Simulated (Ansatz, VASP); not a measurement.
# ReSb: VASP beside Ansatz

Contents of POSCAR:

```
ReSb
1.0
    4.3231342017      0.0000000000      0.0000000000
   -2.1615671008      3.7439440426      0.0000000000
    0.0000000000      0.0000000000      5.1145602950
Re Sb
2 2
Direct
    0.0000000000      0.0000000000      0.0000000000
    0.0000000000      0.0000000000      0.5000000000
    0.3333333333      0.6666666667      0.2500000000
    0.6666666667      0.3333333333      0.7500000000
```

Contents of INCAR.step1:

```
SYSTEM = ReSb
PREC = Accurate
ENCUT = 520
ISMEAR = 0
SIGMA = 0.05
LREAL = .FALSE.
LASPH = .TRUE.
NELM = 60
NBANDS = 20
GGA = PE
ALGO = Normal
EDIFF = 1E-4
LWAVE = .TRUE.
LCHARG = .FALSE.
```

File INCAR.step2:

```
SYSTEM = ReSb
PREC = Accurate
ENCUT = 520
EDIFF = 1E-6
ISMEAR = 0
SIGMA = 0.05
LREAL = .FALSE.
LASPH = .TRUE.
NELM = 60
ALGO = Normal
ISIF = 2
LWAVE = .FALSE.
LCHARG = .FALSE.
METAGGA = R2SCAN
LMIXTAU = .TRUE.
NBANDS = 20
ISTART = 1
```

File KPOINTS:

```
regular mesh
0
G
  10 10 6
  0 0 0
```

Input for Ansatz:

```yaml
crystal:
  lattice:
    - [4.3231342017, 0.0, 0.0]
    - [-2.1615671008, 3.7439440426, 0.0]
    - [0.0, 0.0, 5.114560295]
  atoms:
    - { symbol: Re, position: [0.0, 0.0, 0.0] }
    - { symbol: Re, position: [0.0, 0.0, 0.5] }
    - { symbol: Sb, position: [0.3333333333, 0.6666666667, 0.25] }
    - { symbol: Sb, position: [0.6666666667, 0.3333333333, 0.75] }
basis:
  ecutwfc: 500
  ecutrho_ratio: 4
kpoints:
  mp_grid: { grid: [10, 10, 6] }
hamiltonian:
  xc: r2scan
scf:
  occupations: { method: gaussian, width: 0.05 }
output:
  forces: true
  stress: true
  eigenvalues: true
  populations: true
  write_density: true
  write_potential: true
  elf: true
  volumetric_format: npy
```

Alike in both runs: task single point; functional r2SCAN; k mesh 10 × 10 × 6; occupations gaussian, width 0.05 eV; no spin polarisation.

|  | VASP | Ansatz |
| --- | --- | --- |
| version | VASP 6.6.1 | Ansatz 0.2.0 |
| potentials or method | VASP PAW PBE potentials, release 64 (Re, Sb), cutoff 520 eV | scalar-relativistic, plane waves, PAW |
| valence electrons in the cell | 24 | 60 |

```tsv
	VASP	Ansatz	Ansatz less VASP
gap on the k mesh at the Fermi level (eV)	none	none	-
pressure (GPa)	-3.1	-3.0	+0.10
traceless stress, the component that is largest in VASP (GPa)	0.05	0.10	+0.056
```

VASP's potentials were made for PBE, not for r2SCAN. A gap of «none» marks a metal or a gap that the smearing closes. The functional is the same, so the differences come from potentials, cutoffs and numerics. VASP's potentials hold 24 valence electrons a cell and Ansatz's 60, so a difference there can come from the potentials and not from the codes.

Neither program's run includes spin-orbit coupling.
